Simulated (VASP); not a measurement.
A run of VASP 6.6.1 is set up as follows.

File INCAR:

```
SYSTEM = Ti5Al16
PREC = Accurate
ENCUT = 520
EDIFF = 1E-6
ISMEAR = 0
SIGMA = 0.1
LREAL = Auto
LASPH = .True.
NELM = 80
ALGO = Normal
ISIF = 2
LWAVE = .False.
LCHARG = .False.
GGA = PE
NBANDS = 70
```

KPOINTS

```
Automatic mesh
0
Gamma
  4 4 4
  0.5 0.5 0.5
```

Contents of POSCAR:

```
Ti5Al16
1.0
   -5.7680202884     -1.9226734295      4.3114047960
   -1.9226734295      5.7680202884     -4.3114047960
    1.9226734295     -5.7680202884     -4.3114047960
Ti Al
5 16
Direct
    0.3768391391      0.5680701719      0.7771097279
    0.0233943005      0.0002621958     -0.0086619407
    0.1998008575      0.7998286199      0.3998004153
    0.8088957158      0.2082475513      0.6320813067
    0.5911375185      0.4230548526      0.1993965894
    0.8115799470      0.6596646521      0.0753634480
    0.3842219842      0.1240438772      0.3357372380
    0.5881291553      0.8634274636      0.6475732818
    0.2001143273      0.3000865187      0.9001148346
    1.0163334397      0.5527502207      0.5411532955
    0.7010305959      0.1804232461      0.2803142089
    0.2902902237      0.4492395223      0.3395557368
    0.4900128049      0.2407929253      0.7503291705
    0.1097859349      0.6493006346      0.9593025782
    0.9100319239      0.8605340923      0.5508047379
    0.5106308149      0.7655061593      0.2402635026
    0.0754000122      0.1451251592      0.4347431419
    0.3251731628      0.9598169897      0.8703542669
    0.8896874913      0.3300673085      0.0549220384
    0.6998856277      0.5497545126      0.6498445732
    0.6998795944      0.9205843065      1.0202750273
```

Potentials or basis: VASP PAW PBE potentials, release 64 (Ti_sv, Al).

Launch:

```sh
$ cat potpaw_PBE.64/Ti_sv/POTCAR potpaw_PBE.64/Al/POTCAR > POTCAR
$ mpirun -np 1 vasp_std > vasp.out
```

**Question.** Estimate the pressure.

**Answer.** 9.6 GPa.

**Question.** Estimate the largest force.

**Answer.** 0.018 eV/Å.

Stress tensor (GPa, compression positive):
```
 8.86  0.00  0.02
 0.00  8.86  0.01
 0.02  0.01 11.07
```
